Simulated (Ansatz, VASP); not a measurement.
# One calculation of Al2Pt, two programs

```
CELL_PARAMETERS angstrom
4.99852 0.00000 0.00000
-2.49926 4.32884 0.00000
0.00000 0.00000 4.24911
ATOMIC_POSITIONS crystal
Al 0.35595 0.00000 0.63829
Al 0.00000 0.35595 0.63829
Al 0.64405 0.64405 0.63829
Al 0.00000 0.00000 0.13829
Pt 0.33333 0.66667 0.13829
Pt 0.66667 0.33333 0.13829
```

Alike in both runs: functional PBE; k mesh 6 × 6 × 4; occupations gaussian, width 0.1 eV; no spin polarisation.

Ansatz relaxed the structure, and its values are those at the end. VASP's run is a single point on that final structure, the one shown.

|  | VASP | Ansatz |
| --- | --- | --- |
| version | VASP 6.6.1 | Ansatz 0.2.0 |
| potentials or method | VASP PAW PBE potentials, release 64 (Al, Pt), cutoff 520 eV | scalar-relativistic, plane waves, PAW |
| valence electrons in the cell | 32 | 48 |

Ansatz gave:

| Quantity | Value |
| --- | --- |
| gap on the k mesh at the Fermi level (eV) | none |
| pressure (GPa) | 0.0 |
| rms of the force components (eV/Å) | 0.004 |

What did VASP give for the same quantities?

gap on the k mesh at the Fermi level (eV): none; pressure (GPa): -0.2; rms of the force components (eV/Å): 0.005.

A gap of «none» marks a metal or a gap that the smearing closes. The functional is the same, so the differences come from potentials, cutoffs and numerics. VASP's potentials hold 32 valence electrons a cell and Ansatz's 48, so a difference there can come from the potentials and not from the codes.

The k mesh is coarse, so the values compare programs but aren't converged. Neither program's run includes spin-orbit coupling.
